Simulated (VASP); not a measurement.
Here is a VASP 6.6.1 calculation.

The input INCAR:

```
ALGO = Normal
EDIFF = 1E-7
ENCUT = 520
GGA = PE
ISIF = 2
ISMEAR = 0
LASPH = True
LCHARG = False
LREAL = False
LWAVE = False
NBANDS = 41
NELM = 80
PREC = Accurate
SIGMA = 0.1
```

File KPOINTS:

```
k-points
0
Gamma
  6 8 6
```

POSCAR

```
Sc4BP3
1.0
    5.3085691270      0.0000000000      0.0035767537
    0.0000000000      3.8700142037      0.0000000000
   -0.0253638612      0.0000000000      6.7706506645
Sc B P
4 1 3
Direct
    0.7415725030      0.0000000000      0.3416492285
    0.2568792030      0.0000000000      0.7000943531
    0.2718680954      0.5000000000      0.1372683137
    0.7329039616      0.5000000000      0.8231266320
    0.5547798076      0.0000000000      0.0001396952
    0.9484944336      0.0000000000      0.0054175439
    0.4750764248      0.5000000000      0.4953108420
    0.0184255707      0.5000000000      0.4969933918
```

Potentials or basis: VASP PAW PBE potentials, release 64 (Sc_sv, B, P).

The run is started by

```bash
$ cat potpaw_PBE.64/Sc_sv/POTCAR potpaw_PBE.64/B/POTCAR potpaw_PBE.64/P/POTCAR > POTCAR
$ mpirun -np 1 vasp_std > vasp.out
```

Problem. Predict the band gap on the k mesh.

Solution. Zero (bands 31 and 32 overlap by 0.76 eV).

Problem. Predict the largest force.

Solution. 0.017 eV/Å.

Problem. Estimate the pressure.

Solution. 0.2 GPa.

Forces on the atoms (eV/Å):
```
Sc  -0.003  0.000  0.005
Sc   0.000  0.000  0.003
Sc   0.003  0.000 -0.003
Sc  -0.001  0.000 -0.004
B    0.005  0.000  0.002
P   -0.004  0.000  0.002
P   -0.016  0.000 -0.002
P    0.016  0.000 -0.003
```
